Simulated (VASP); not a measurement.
A run of VASP 6.6.1 is set up as follows.

File INCAR:

```
SYSTEM = Bi
PREC = Accurate
ENCUT = 520
EDIFF = 1E-6
ISMEAR = 0
SIGMA = 0.15
LREAL = .False.
LASPH = .True.
NELM = 80
ALGO = Fast
ISIF = 2
LWAVE = .False.
LCHARG = .True.
GGA = PS
IVDW = 12
LELF = .True.
LVHAR = .True.
NBANDS = 14
```

KPOINTS

```
regular mesh
0
Gamma
  18 18 18
  0 0 0
```

Contents of POSCAR:

```
Bi
1.0
   -1.9253026027      1.9253026027      2.0747060847
    1.9253026027     -1.9253026027      2.0747060847
    1.9253026027      1.9253026027     -2.0747060847
Bi
1
Direct
    0.0000000000      0.0000000000      0.0000000000
```

Potentials or basis: VASP PAW PBE potentials, release 64 (Bi_d).

Run with:

```sh
$ cat potpaw_PBE.64/Bi_d/POTCAR > POTCAR
$ mpirun -np 1 vasp_std > vasp.out
```

**Question.** Predict the dispersion energy per atom.

**Answer.** -0.530 eV.

**Question.** Predict the pressure.

**Answer.** -4.3 GPa.

**Question.** Predict the band gap on the k mesh.

**Answer.** Zero (an odd number of electrons rules out a gap without spin polarisation).

Stress tensor (GPa, compression positive):
```
-3.97  0.00  0.00
 0.00 -3.97  0.00
 0.00  0.00 -4.82
```

Caveat: the cell stands under tension; the PAW data sets were made with another functional, which shifts forces and pressure a little; spin-orbit coupling is left out, which moves the levels of the heavy elements.
